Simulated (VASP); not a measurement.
# WC: single point with PBE

WC:

```xyz
16
Lattice="-2.9008 -5.0243 0.0000 4.3511 -2.5121 0.0000 0.0000 0.0000 5.6941" Properties=species:S:1:pos:R:3 pbc="T T T"
W     0.2430   -5.2517   -0.0482
W     0.2145   -5.0285    2.6987
W    -1.1521   -2.6820   -0.0560
W    -1.2243   -2.4547    2.7408
W     1.5652   -2.5525   -0.0019
W     1.5959   -2.6233    2.8010
W     0.2286    0.0652   -0.1662
W     0.2006    0.0672    2.7696
C     1.6810   -4.1492    1.3970
C     1.5780   -4.0974    4.0094
C     0.3884   -1.6585    1.4499
C     0.1644   -1.7019    4.0768
C     3.0080   -1.7324    1.3554
C     3.3378   -1.6988    4.1913
C    -1.1912   -4.1932    1.4470
C    -1.1051   -4.3475    4.4139
```

```json
{"Program": "VASP 6.6.1", "Task": "single point", "Functional": "PBE", "Potentials or basis": "VASP PAW PBE potentials, release 64 (W_sv, C)", "Cutoff": "520 eV", "k mesh": "3 × 3 × 3", "Occupations": "fermi-dirac, width 0.3 eV", "Spin": "no spin polarisation", "Dipole correction": "no", "Further INCAR settings": "LREAL = Auto; ALGO = Normal; EDIFF = 1e-07; NBANDS = 86"}
```

```json
{
 "Pressure": "20.9 GPa",
 "Largest force": "6.826 eV/Å",
 "Band gap on the k mesh": "zero (band 72 reaches 11.34 eV, above the bottom of band 73 at 11.27 eV)"
}
```

Forces on the atoms (eV/Å):
```
W    0.466  5.037 -0.368
W   -0.136 -1.587  2.862
W   -1.067  4.058  0.041
W   -0.241 -1.595  0.624
W    2.130 -0.837 -2.865
W    2.793  5.316 -1.108
W    0.956 -5.061  4.480
W    1.837 -2.352 -1.159
C   -0.176 -1.824 -1.730
C    1.135 -3.943  4.612
C   -3.659  0.515 -1.878
C    0.597  0.362  2.535
C    1.582 -0.472  0.496
C   -4.513  0.815 -0.739
C   -0.852  0.182 -1.716
C   -0.851  1.385 -4.086
```

Stress tensor (GPa, compression positive):
```
19.85 -2.96  0.95
-2.96 23.45 -3.51
 0.95 -3.51 19.28
```

Levels at points of the mesh, in eV from the Fermi level:
```csv
k point,band 68,band 69,band 70,band 71,band 72,band 73,band 74,band 75,band 76,band 77
"(0.00, 0.00, 0.00)",-0.77,-0.60,-0.41,-0.35,-0.19,0.09,0.65,0.98,1.74,1.95
```

Run time: 8.1 min on 1 thread of Intel Xeon 6975P-C, on a shared host, peak memory 0.35 GiB.

Caveat: the k points lie up to 0.42 Å⁻¹ apart; spin-orbit coupling is left out, which moves the levels of the heavy elements; forces of over 1 eV/Å act on the atoms, so gaps and moduli don't describe the material at rest.
